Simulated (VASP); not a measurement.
# Mg7Zn9O16 (P1) in VASP: notebook

The runs below take Mg7Zn9O16 through single point, with HSE06, PBEsol, r2SCAN.

All numbers are computed with VASP 6.6.1; they aren't measurements. Logs are shortened: lines on timing, memory, paths and dates and some standing lists are left out, and cuts for length are marked.

## 1. The cell of the first run

The typed cell holds 64 atoms: a = 8.487 Å, b = 8.487 Å, c = 8.487 Å, α = 90.00°, β = 90.00°, γ = 90.00°.

## 2. Single point, HSE06

Contents of POSCAR:

```
Mg7Zn9O16
1.0
    8.4873680000      0.0000000000      0.0000000000
    0.0000000000      8.4873680000      0.0000000000
    0.0000000000      0.0000000000      8.4873680000
O Zn Mg
32 18 14
Direct
    0.2506840000      0.9999800000      0.0016830000
    0.2517750000      0.9999400000      0.4975840000
    0.2511070000      0.5000030000      0.0014930000
    0.2504500000      0.4998220000      0.4966920000
    0.7496560000      0.9998390000      0.9985630000
    0.7467640000      0.0000800000      0.5023310000
    0.7502720000      0.4998450000      0.9995080000
    0.7496990000      0.5000730000      0.4995660000
    0.0026430000      0.2502940000      0.9990920000
    0.9971900000      0.2526680000      0.4995450000
    0.0026460000      0.7496010000      0.9972450000
    0.9979730000      0.7475390000      0.5015380000
    0.4989760000      0.2499510000      0.9992350000
    0.5020790000      0.2502750000      0.4995800000
    0.4988840000      0.7497390000      0.0007140000
    0.5029180000      0.7497290000      0.4969160000
    0.0020010000      0.0018760000      0.2502010000
    0.9976890000      0.9998500000      0.7494750000
    0.0028230000      0.4979350000      0.2518780000
    0.0004570000      0.4997300000      0.7469150000
    0.4974490000      0.9977600000      0.2521330000
    0.5016050000      0.9997450000      0.7476350000
    0.4980760000      0.5020500000      0.2521220000
    0.5000900000      0.4999600000      0.7475340000
    0.2471030000      0.2494260000      0.2459350000
    0.2478870000      0.2495880000      0.7513050000
    0.2527520000      0.7500660000      0.2459870000
    0.2482980000      0.7501680000      0.7512330000
    0.7521380000      0.2498350000      0.2511620000
    0.7526410000      0.2473120000      0.7476630000
    0.7491220000      0.7502870000      0.2508540000
    0.7531210000      0.7525040000      0.7477850000
    0.0004050000      0.9999790000      0.9996840000
    0.9990570000      0.0001970000      0.5000470000
    0.0007390000      0.4997840000      0.9995510000
    0.4999420000      0.9997470000      0.0000710000
    0.5005770000      0.5000320000      0.9995770000
    0.2492680000      0.2500630000      0.4987290000
    0.2506260000      0.7498690000      0.4985930000
    0.7503500000      0.2500160000      0.9993020000
    0.7508480000      0.7497990000      0.9992000000
    0.2499230000      0.9998940000      0.7495220000
    0.2501900000      0.4998930000      0.7493570000
    0.7495800000      0.9999460000      0.2501460000
    0.7501960000      0.4999370000      0.2499390000
    0.7506860000      0.4999730000      0.7491280000
    0.0008420000      0.7497510000      0.2492330000
    0.4996390000      0.2499150000      0.2495090000
    0.5005050000      0.2498200000      0.7493050000
    0.5008300000      0.7499750000      0.7489270000
    0.0005780000      0.5002920000      0.4992510000
    0.4990210000      0.0001920000      0.5001040000
    0.4997170000      0.4997500000      0.5002020000
    0.2513750000      0.2497940000      0.9984440000
    0.2508410000      0.7499370000      0.9983100000
    0.7495640000      0.2498520000      0.4993210000
    0.7506100000      0.7502750000      0.4991440000
    0.2494690000      0.9997810000      0.2496770000
    0.2503830000      0.4998840000      0.2488780000
    0.7494090000      0.9998960000      0.7511770000
    0.9992360000      0.2496200000      0.2486700000
    0.0003480000      0.2499380000      0.7496900000
    0.0006940000      0.7500060000      0.7496340000
    0.5013150000      0.7499110000      0.2483730000
```

Contents of INCAR.step1:

```
PREC = Accurate ; ENCUT = 520
EDIFF = 1E-5 ; ISMEAR = -1
SIGMA = 0.05 ; LREAL = Auto
LASPH = True ; NELM = 100
ALGO = Normal ; ISIF = 2
LWAVE = True ; GGA = PE
NBANDS = 256 ; LUSENCCL = False
```

Contents of INCAR.step2:

```
PREC = Accurate ; ENCUT = 520
EDIFF = 1E-6 ; ISMEAR = -1
SIGMA = 0.05 ; LREAL = Auto
LASPH = True ; NELM = 100
ALGO = Normal ; ISIF = 2
LWAVE = False ; LCHARG = True
GGA = PE ; LHFCALC = True
HFSCREEN = 0.2079 ; PRECFOCK = Fast
LELF = True ; LVHAR = True
ISTART = 1 ; NBANDS = 256
LUSENCCL = False
```

Contents of KPOINTS:

```
Automatic mesh
0
Gamma
  1 1 1
```

Potentials or basis: VASP PAW PBE potentials, release 64 (O, Zn, Mg).

Launch:

```bash
cat potpaw_PBE.64/O/POTCAR potpaw_PBE.64/Zn/POTCAR potpaw_PBE.64/Mg/POTCAR > POTCAR
cp INCAR.step1 INCAR
mpirun -np 1 vasp_gam > vasp.out
cp INCAR.step2 INCAR
mpirun -np 1 vasp_gam > vasp.out
```

OUTCAR:

```text
PREC = Accurate
   ENCUT = 520
   EDIFF = 1E-6
   ISMEAR = -1
   LREAL = Auto
   LASPH = True
   NELM = 100
   ISIF = 2
   GGA = PE
   LHFCALC = True
   HFSCREEN = 0.2079
   PRECFOCK = Fast
   ISTART = 1

 ion  position               nearest neighbor table
   1  0.251  1.000  0.002-  58 2.10  36 2.12  54 2.12  55 2.12  33 2.12  42 2.14
   2  0.252  1.000  0.498-  52 2.10  58 2.10  39 2.12  38 2.12  42 2.14  34 2.15
   3  0.251  0.500  0.001-  59 2.10  37 2.12  55 2.12  54 2.12  35 2.13  43 2.14
   4  0.250  0.500  0.497-  59 2.10  53 2.12  38 2.12  51 2.12  39 2.12  43 2.14
   5  0.750  1.000  0.999-  60 2.10  36 2.12  41 2.12  40 2.12  33 2.13  44 2.14
   6  0.747  0.000  0.502-  52 2.10  60 2.11  56 2.12  57 2.12  44 2.14  34 2.14
[... 76 lines left out ...]
  58  0.249  1.000  0.250-  17 2.10   2 2.10   1 2.10  21 2.10  25 2.12  27 2.12  47 2.99  39 2.99
                            33 3.00  38 3.00  52 3.00  61 3.00  36 3.00  48 3.00  34 3.01  55 3.01
  59  0.250  0.500  0.249-   3 2.10  19 2.10  23 2.10   4 2.10  27 2.12  25 2.13  35 2.99  48 3.00
                            47 3.00  37 3.00  38 3.00  39 3.00  51 3.00  54 3.00  55 3.00  53 3.00
  60  0.749  1.000  0.751-   5 2.10  32 2.10  30 2.10  22 2.10  18 2.11   6 2.11  41 2.99  40 2.99
                            36 2.99  50 2.99  49 2.99  33 3.00  34 3.01  62 3.01  63 3.01  52 3.01
  61  0.999  0.250  0.249-  29 2.10  17 2.10  25 2.10  19 2.11   9 2.12  10 2.13  40 2.99  33 2.99
                            35 3.00  44 3.00  45 3.00  58 3.00  38 3.00  56 3.00  34 3.01  51 3.01
  62  0.000  0.250  0.750-  26 2.10  30 2.10   9 2.12  20 2.12  18 2.12  10 2.12  34 3.00  40 3.00
                            42 3.00  46 3.00  35 3.00  54 3.00  43 3.00  38 3.00  33 3.00  51 3.01
  63  0.001  0.750  0.750-  32 2.10  28 2.10  11 2.10  12 2.11  18 2.12  20 2.12  55 2.99  42 3.00
                            41 3.00  43 3.00  34 3.00  33 3.00  46 3.00  51 3.00  35 3.00  57 3.00
  64  0.501  0.750  0.248-  15 2.10  31 2.10  21 2.10  23 2.10  16 2.11  27 2.11  36 2.99  44 2.99
                            37 2.99  41 2.99  45 2.99  57 3.00  55 3.00  39 3.01  59 3.01  58 3.01

  LATTYP: Found a simple cubic cell.
 ALAT       =     8.4873680000

  Lattice vectors:

 A1 = (   8.4873680000,   0.0000000000,   0.0000000000)
 A2 = (   0.0000000000,   8.4873680000,   0.0000000000)
 A3 = (   0.0000000000,   0.0000000000,   8.4873680000)

Analysis of symmetry for initial positions (statically):
=====================================================================
 Subroutine PRICEL returns:
 Original cell was already a primitive cell.

 Routine SETGRP: Setting up the symmetry group for a
 simple cubic supercell.

 Subroutine GETGRP returns: Found  1 space group operations
 (whereof  1 operations were pure point group operations)
 out of a pool of 48 trial point group operations.

The static configuration has the point symmetry C_1 .

Analysis of symmetry for dynamics (positions and initial velocities):
=====================================================================
 Subroutine PRICEL returns:
 Original cell was already a primitive cell.

 Routine SETGRP: Setting up the symmetry group for a
 simple cubic supercell.

 Subroutine GETGRP returns: Found  1 space group operations
 (whereof  1 operations were pure point group operations)
 out of a pool of 48 trial point group operations.

The dynamic configuration has the point symmetry C_1 .

 Subroutine INISYM returns: Found  1 space group operations
 (whereof  1 operations are pure point group operations),
 and found     1 'primitive' translations

----------------------------------------------------------------------------------------

                                     Primitive cell

  volume of cell :     611.3911

  direct lattice vectors                    reciprocal lattice vectors
     8.487368000  0.000000000  0.000000000     0.117822156  0.000000000  0.000000000
[... 161 lines left out ...]
 ===========================================

 Found      1 irreducible k-points:

[... 37 lines left out ...]
   IMIX   =      1    mixing-type and parameters
     AMIX     =   0.40;   BMIX     =  1.00
     AMIX_MAG =   1.60;   BMIX_MAG =  1.00
  volume/ion in A,a.u.               =       9.55        64.47
  Fermi-wavevector in a.u.,A,eV,Ry     =   1.462617  2.763945 29.106244  2.139249
  Thomas-Fermi vector in A             =   2.578809
   LORBIT       =      0    0 simple, 1 ext, 2 COOP (PROOUT), +10 PAW based schemes
   GGA     = PE    functional components
   LHFCALC =     T    Hartree Fock is set to
   PRECFOCK=fast      Normal, Fast or Accurate (Low or Medium for compatibility)
   ENCUT4O =  -1.0   cutoff for four orbital integrals eV
   NKREDX  =     1    reduce k-point grid by
   NKREDY  =     1    reduce k-point grid by
   NKREDZ  =     1    reduce k-point grid by
   AEXX    =    0.2500 exact exchange contribution
   HFSCREEN=    0.2079 screening length (either q_TF or 0.3 A-1)
   HFSCREENC=   0.2079 screening length for correlation (either q_TF or 0.3 A-1)
   ENCUTFOCK=  -1.0 apply spherical cutoff to Coloumb kernel
   IVDW    =     0    specifies the selected vdW correction
   LEPSILON=     F    determine dielectric tensor
   LRPA    =     F    only Hartree local field effects (RPA)
 non-spin polarized calculation
  energy-cutoff  :      520.00
  volume of cell :      611.39
 maximum number of plane-waves:      8260
 NGX is ok and might be reduce to    64
  NGX = 32; NGY = 32; NGZ = 32

 number of electron     436.0000514 magnetization

 Free energy of the ion-electron system (eV)
  ---------------------------------------------------
  ext. energy  EPLUGINS =         0.00000000
  ---------------------------------------------------
  free energy    TOTEN  =      -399.21035498 eV

  energy without entropy =     -399.21035498  energy(sigma->0) =     -399.21035498

 E-fermi :   3.3008     XC(G=0):  -9.6393

 val. band max:        2.0949187987   @ k =   0.0000   0.0000   0.0000
 cond. band min:       5.8368353214   @ k =   0.0000   0.0000   0.0000
 fundamental gap:      3.7419165227
 Fermi energy:         3.3007566759

 k-point     1 :       0.0000    0.0000    0.0000
  band No.  band energies     occupation
      1     -17.8573      2.00000
      2     -17.1498      2.00000
      3     -17.1229      2.00000
      4     -17.0720      2.00000
      5     -17.0366      2.00000
      6     -16.9991      2.00000
[... 222 lines left out ...]
    229       9.9610      0.00000
    230       9.9872      0.00000
 [bands above 230 left out]

------------------------ aborting loop because EDIFF is reached ----------------------------------------

  FORCE on cell =-STRESS in cart. coord.  units (eV):
  Direction    XX          YY          ZZ          XY          YZ          ZX
  --------------------------------------------------------------------------------------
  -------------------------------------------------------------------------------------
  Total        2.3918813      1.4606984      2.1753445     -0.0362745      0.1043636      0.5138452
  in kB        6.2680306      3.8278246      5.7005863     -0.0950590      0.2734893      1.3465540
  external PRESSURE =       5.2654805 kB  Pullay stress =       0.0000000 kB

 VOLUME and BASIS-vectors are now :
 -----------------------------------------------------------------------------
  energy-cutoff  :      520.00
  volume of cell :      611.39
      direct lattice vectors                 reciprocal lattice vectors
     8.487368000  0.000000000  0.000000000     0.117822156  0.000000000  0.000000000
     0.000000000  8.487368000  0.000000000     0.000000000  0.117822156  0.000000000
     0.000000000  0.000000000  8.487368000     0.000000000  0.000000000  0.117822156

 POSITION                                       TOTAL-FORCE (eV/Angst)
 -----------------------------------------------------------------------------------
      2.12765      8.48720      0.01428         0.012110     -0.009057      0.073046
      2.13691      8.48686      4.22318         0.119363      0.005995     -0.105876
      2.13124      4.24371      0.01267        -0.007058     -0.012947      0.095372
      2.12566      4.24217      4.21561         0.029843      0.007149     -0.088958
      6.36261      8.48600      8.47517        -0.013834      0.012068     -0.109906
      6.33806      0.00068      4.26347        -0.078557     -0.000596      0.058044
[... 56 lines left out ...]
      0.00589      6.36558      6.36242        -0.033473     -0.001851     -0.022790
      4.25484      6.36477      2.10803        -0.053880     -0.001108      0.050181
 -----------------------------------------------------------------------------------
    total drift:                               -0.006341      0.013814      0.068071

  FREE ENERGIE OF THE ION-ELECTRON SYSTEM (eV)
  ---------------------------------------------------
  free  energy   TOTEN  =      -399.2103549832 eV

  energy  without entropy=     -399.2103549831  energy(sigma->0) =     -399.21035498
```

It took 7.4 min on 1 × NVIDIA H100 80GB with 1 thread of AMD EPYC 7R13 (Zen 3), shared host; peak memory 1.5 GiB.

Results:

```yaml
Free_energy: -399.2104 eV
Pressure: 0.5 GPa
Largest_force: 0.180 eV/Å
Band_gap_on_the_k_mesh: 3.74 eV
```

Forces on the atoms (eV/Å):
```
O    0.012 -0.009  0.073
O    0.119  0.006 -0.106
O   -0.007 -0.013  0.095
O    0.030  0.007 -0.089
O   -0.014  0.012 -0.110
O   -0.079 -0.001  0.058
O   -0.010  0.003  0.000
O   -0.015 -0.005  0.001
O    0.065  0.009 -0.025
O   -0.072  0.080  0.007
O    0.095 -0.021 -0.088
O   -0.083 -0.089  0.079
O   -0.112  0.013  0.021
O    0.086  0.010 -0.022
O   -0.095 -0.003  0.095
O    0.076 -0.017 -0.057
O    0.090  0.066  0.018
O   -0.059  0.023 -0.025
O    0.094 -0.082  0.098
O    0.016  0.006 -0.099
O   -0.082 -0.073  0.115
O    0.098 -0.014 -0.121
O   -0.119  0.072  0.102
O    0.004  0.023 -0.143
O   -0.058  0.014 -0.063
O   -0.129 -0.019  0.124
O    0.035  0.007 -0.079
O   -0.111  0.019  0.118
O    0.101 -0.038  0.077
O    0.127 -0.099 -0.065
O   -0.075  0.015  0.086
O    0.079  0.099 -0.084
Zn   0.032  0.016 -0.016
Zn  -0.040  0.016  0.016
Zn   0.052 -0.015  0.007
Zn  -0.034 -0.019  0.018
Zn  -0.055  0.019  0.044
Zn  -0.023  0.014 -0.041
Zn   0.018 -0.015 -0.039
Zn   0.035 -0.019 -0.023
Zn  -0.004  0.018 -0.025
Zn  -0.015  0.000  0.023
Zn  -0.036  0.000  0.008
Zn  -0.023  0.002  0.055
Zn  -0.002  0.000  0.064
Zn   0.031 -0.001 -0.063
Zn   0.036 -0.021  0.017
Zn  -0.038  0.000  0.028
Zn   0.024 -0.020 -0.027
Zn   0.027  0.019 -0.033
Mg  -0.030 -0.027 -0.003
Mg   0.059 -0.030 -0.032
Mg   0.028  0.032 -0.059
Mg  -0.050  0.004  0.051
Mg   0.000  0.000  0.052
Mg   0.033 -0.005  0.033
Mg  -0.029  0.004  0.034
Mg   0.036  0.001 -0.028
Mg   0.004 -0.002 -0.005
Mg   0.026  0.000 -0.082
Mg   0.054  0.032  0.028
Mg  -0.033 -0.002 -0.023
Mg  -0.033 -0.002 -0.023
Mg  -0.054 -0.001  0.050
```

Caveat: the k points lie up to 0.74 Å⁻¹ apart; the PAW data sets were made with another functional, which shifts forces and pressure a little. A k mesh can miss the band edges.

## 3. Single point, PBEsol

Contents of INCAR:

```
SYSTEM = Mg7Zn9O16
ALGO = Normal
EDIFF = 1E-7
ENCUT = 520
GGA = PS
ISIF = 2
ISMEAR = -1
ISYM = 0
LASPH = .TRUE.
LCHARG = .TRUE.
LELF = .TRUE.
LREAL = Auto
LVHAR = .TRUE.
LWAVE = .FALSE.
NBANDS = 256
NELM = 100
PREC = Accurate
SIGMA = 0.05
```

Contents of KPOINTS:

```
Automatic mesh
0
Gamma
  1 1 1
  0.25 0.25 0.25
```

Changes to POSCAR since step 2:

```diff
@@ -2,5 +2,5 @@
 1.0
-    8.4873680000      0.0000000000      0.0000000000
-    0.0000000000      8.4873680000      0.0000000000
-    0.0000000000      0.0000000000      8.4873680000
+    8.4873684785      0.0000000000      0.0000000000
+    0.0000000000      8.4873684785      0.0000000000
+    0.0000000000      0.0000000000      8.4873684785
 O Zn Mg
```

Potentials or basis: VASP PAW PBE potentials, release 64 (O, Zn, Mg).

Launch:

```bash
cat potpaw_PBE.64/O/POTCAR potpaw_PBE.64/Zn/POTCAR potpaw_PBE.64/Mg/POTCAR > POTCAR
mpirun -np 1 vasp_std > vasp.out
```

Run time: 46 min. Hardware: 1 thread of AMD EPYC 7R43 (Zen 3), shared host; peak memory 0.77 GiB.

It converged, with:

```
Free energy            : -346.2655 eV
Pressure               : 0.4 GPa
Largest force          : 0.086 eV/Å
Band gap on the k mesh : 3.19 eV, direct
```

Forces in eV/Å, atoms in the order of the input:
```
O   -0.008 -0.010  0.038
O    0.051  0.002 -0.053
O   -0.011 -0.011  0.039
O    0.014  0.008 -0.037
O    0.007  0.009 -0.038
O   -0.048 -0.003  0.049
O   -0.003  0.004 -0.001
O    0.003 -0.003  0.001
O    0.038 -0.009 -0.012
O   -0.046  0.048 -0.005
O    0.047 -0.001 -0.046
O   -0.040 -0.039  0.058
O   -0.041  0.007  0.008
O    0.040 -0.005 -0.008
O   -0.046  0.001  0.046
O    0.047 -0.002 -0.047
O    0.034  0.030 -0.013
O   -0.034  0.014  0.002
O    0.037 -0.063  0.038
O    0.011  0.013 -0.040
O   -0.046 -0.041  0.058
O    0.053  0.001 -0.047
O   -0.059  0.040  0.042
O    0.009  0.007 -0.041
O   -0.035  0.018 -0.033
O   -0.045  0.001  0.052
O    0.048  0.002 -0.046
O   -0.049 -0.001  0.047
O    0.035 -0.015  0.034
O    0.060 -0.043 -0.043
O   -0.047 -0.005  0.043
O    0.038  0.044 -0.062
Zn   0.001  0.004  0.000
Zn  -0.002  0.000  0.000
Zn   0.004 -0.002  0.003
Zn  -0.003  0.000  0.000
Zn  -0.008  0.000  0.006
Zn  -0.001  0.001 -0.007
Zn   0.000 -0.003 -0.005
Zn   0.004 -0.003  0.001
Zn  -0.002  0.000  0.000
Zn  -0.004  0.001  0.004
Zn  -0.007  0.000  0.002
Zn   0.001  0.002  0.005
Zn   0.000  0.000  0.007
Zn   0.000 -0.001 -0.006
Zn   0.002  0.000  0.002
Zn  -0.004  0.001  0.004
Zn   0.000  0.000 -0.002
Zn   0.003  0.000 -0.003
Mg  -0.006 -0.003  0.002
Mg   0.005  0.001 -0.004
Mg   0.002  0.002 -0.004
Mg  -0.002  0.005  0.000
Mg  -0.001  0.001  0.002
Mg   0.004  0.002  0.003
Mg  -0.003 -0.002  0.004
Mg   0.005 -0.001  0.001
Mg   0.002 -0.003  0.001
Mg   0.003  0.001 -0.006
Mg   0.003  0.005  0.002
Mg  -0.003 -0.002  0.002
Mg  -0.003 -0.003 -0.001
Mg  -0.002 -0.001  0.002
```

Stress tensor (GPa, compression positive):
```
 0.46 -0.01  0.22
-0.01  0.42  0.04
 0.22  0.04  0.42
```

Levels at points of the mesh, in eV from the valence-band top:
```csv
k point,band 216,band 217,band 218,band 219,band 220,band 221
"(0.25, 0.25, 0.25)",-0.18,-0.09,0.00,3.19,4.59,4.86
```

Caveat: the k points lie up to 0.74 Å⁻¹ apart; the PAW data sets were made with another functional, which shifts forces and pressure a little.

(Part 1 of 2 ends here.)
